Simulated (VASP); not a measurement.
Set up this calculation in VASP 6.6.1, as the native input.

```
Task                   : single point
Functional             : PBE
Potentials or basis    : VASP PAW PBE potentials, release 64 (Os, C)
Cutoff                 : 520 eV
k mesh                 : 12 × 12 × 8
Occupations            : gaussian, width 0.1 eV
Spin                   : no spin polarisation
Dipole correction      : no
Further INCAR settings : ALGO = Normal; EDIFF = 1e-06; NBANDS = 22
```

The structure of Os2C3 lies in POSCAR:

```
Os2C3
1.0
    3.3121827005      0.0000000000      0.0000000000
   -1.6560913503      2.8684343606      0.0000000000
    0.0000000000      0.0000000000      5.5133696505
Os C
2 3
Direct
    0.3333333333      0.6666666667      0.2602519852
    0.6666666667      0.3333333333      0.7397480148
    0.0000000000      0.0000000000      0.0000000000
    0.3333333333      0.6666666667      0.6345032667
    0.6666666667      0.3333333333      0.3654967333
```

The input as run:

INCAR

```
SYSTEM = Os2C3
PREC = Accurate
ENCUT = 520
EDIFF = 1E-6
ISMEAR = 0
SIGMA = 0.1
LREAL = .FALSE.
LASPH = .TRUE.
NELM = 60
ALGO = Normal
ISIF = 2
LWAVE = .FALSE.
LCHARG = .FALSE.
GGA = PE
NBANDS = 22
```

KPOINTS

```
regular mesh
0
G
  12 12 8
  0 0 0
```

Potentials or basis: VASP PAW PBE potentials, release 64 (Os, C).

Command:

```sh
$ cat potpaw_PBE.64/Os/POTCAR potpaw_PBE.64/C/POTCAR > POTCAR
$ mpirun -np 1 vasp_std > vasp.out
```

It gave:

| Property | Result |
| --- | --- |
| Pressure | 2.8 GPa |
| Largest force | 0.221 eV/Å |
| Band gap on the k mesh | zero (bands 14 and 15 overlap by 1.41 eV) |

Caveat: spin-orbit coupling is left out, which moves the levels of the heavy elements.

It took 98 s on 1 thread of Intel(R) Xeon(R) 6975P-C (Granite Rapids), on a shared host, peak memory 0.27 GiB.
